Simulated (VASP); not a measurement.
Set up this calculation in VASP 6.6.1, as the native input.

| Item | Value |
| --- | --- |
| Task | single point |
| Functional | LDA |
| Potentials or basis | VASP PAW LDA potentials, release 64 (Mg) |
| Cutoff | 520 eV |
| k mesh | 15 × 15 × 15 |
| Occupations | fermi-dirac, width 0.05 eV |
| Spin | no spin polarisation |
| Dipole correction | no |
| Further INCAR settings | ALGO = Normal; EDIFF = 1e-07; NBANDS = 7 |

The structure of Mg lies in POSCAR:

```
Mg
1.0
    2.4957860586      0.0000000000      0.0000000000
    0.0000000000      2.4957860586      0.0000000000
    0.0000000000      0.0000000000      2.4957860586
Mg
1
Direct
    0.0000000000      0.0000000000      0.0000000000
```

This cell differs from its parent crystal: volume scaled by 0.6.

The input as run:

INCAR

```
SYSTEM = Mg
PREC = Accurate
ENCUT = 520
EDIFF = 1E-7
ISMEAR = -1
SIGMA = 0.05
LREAL = .FALSE.
LASPH = .TRUE.
NELM = 100
ALGO = Normal
ISIF = 2
LWAVE = .FALSE.
LCHARG = .FALSE.
NBANDS = 7
```

KPOINTS

```
Automatic mesh
0
G
  15 15 15
  0 0 0
```

Potentials or basis: VASP PAW LDA potentials, release 64 (Mg).

Command:

```console
$ cat potpaw_LDA.64/Mg/POTCAR > POTCAR
$ mpirun -np 1 vasp_std > vasp.out
```

It gave:

- Pressure: 34.0 GPa
- Band gap on the k mesh: zero (band 1 reaches 10.23 eV, above the bottom of band 2 at 2.85 eV)

It took 5.8 s on 1 thread of Intel(R) Xeon(R) Platinum 8488C (Sapphire Rapids), on a shared host, peak memory 0.12 GiB.
